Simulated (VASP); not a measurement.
A run of VASP 6.6.1:

POSCAR

```
ZnSe
1.0
    0.0000000000      2.7474480639      2.7474480639
    2.7474480639      0.0000000000      2.7474480639
    2.7474480639      2.7474480639      0.0000000000
Zn Se
1 1
Direct
    0.0000000000      0.0000000000      0.0000000000
    0.2500000000      0.2500000000      0.2500000000
```

The input INCAR.step1:

```
PREC = Accurate
ENCUT = 520
EDIFF = 1E-5
ISMEAR = 0
SIGMA = 0.01
LREAL = False
LASPH = True
NELM = 60
ALGO = Normal
ISIF = 2
LWAVE = True
NBANDS = 16
GGA = PE
```

INCAR.step2

```
PREC = Accurate
ENCUT = 520
EDIFF = 1E-6
ISMEAR = 0
SIGMA = 0.01
LREAL = False
LASPH = True
NELM = 60
ALGO = Normal
ISIF = 2
LWAVE = False
LCHARG = True
GGA = PE
LHFCALC = True
HFSCREEN = 0.2079
PRECFOCK = Normal
LELF = True
LVHAR = True
NBANDS = 16
ISTART = 1
```

Contents of KPOINTS:

```
regular mesh
0
Gamma
  6 6 6
```

Potentials or basis: VASP PAW PBE potentials, release 64 (Zn, Se).

Run with:

```bash
$ cat potpaw_PBE.64/Zn/POTCAR potpaw_PBE.64/Se/POTCAR > POTCAR
$ cp INCAR.step1 INCAR
$ mpirun -np 1 vasp_std > vasp.out
$ cp INCAR.step2 INCAR
$ mpirun -np 1 vasp_std > vasp.out
```

Hardware: 1 thread of Intel Xeon 8259CL, with other jobs on the host.

Q: Estimate the wall time of this run.

A: It took 55 min on 1 thread of Intel Xeon 8259CL, with other jobs on the host, peak memory 0.29 GiB. Counts: k points 16.
